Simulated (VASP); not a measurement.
Zn: single point with PBE

Zn:

```
Zn
1.0
    -1.91242    1.91242    1.66530
     1.91242   -1.91242    1.66530
     1.91242    1.91242   -1.66530
Zn
1
Direct
  0.00000 0.00000 0.00000
```

This cell differs from its parent crystal: Hg replaced by Zn, lengths x 0.955, strained.

* Program: VASP 6.6.1
* Task: single point
* Functional: PBE
* Potentials or basis: VASP PAW PBE potentials, release 64 (Zn)
* Cutoff: 500 eV
* k mesh: 8 × 8 × 8
* Occupations: gaussian, width 0.1 eV
* Spin: no spin polarisation
* Dipole correction: no
* Further INCAR settings: ALGO = Normal; EDIFF = 1e-06; NBANDS = 12

- Pressure: -7.1 GPa
- Band gap on the k mesh: zero (band 6 reaches 3.05 eV, above the bottom of band 7 at -0.89 eV)

Levels at points of the mesh, in eV from the Fermi level:
```csv
k point,band 2,band 3,band 4,band 5,band 6,band 7,band 8,band 9,band 10,band 11
"(0.00, 0.00, 0.00)",-6.82,-6.71,-6.71,-6.62,-6.52,12.12,12.12,13.85,15.21,16.28
"(0.50, 0.00, 0.00)",-6.90,-6.58,-6.48,-6.42,-1.05,-0.77,7.74,9.04,11.47,11.48
"(0.50, 0.50, 0.00)",-6.78,-6.64,-6.58,-6.43,-2.10,-1.28,9.78,11.67,13.88,13.93
"(0.50, 0.50, 0.50)",-6.94,-6.45,-6.45,-6.43,2.66,2.73,2.73,5.77,6.51,8.86
```

Wall time 15 s on 1 thread of Intel Xeon 8259CL, with other jobs on the host, peak memory 0.14 GiB.

Caveat: the cell differs from its parent crystal (Hg replaced by Zn, lengths x 0.955, strained).
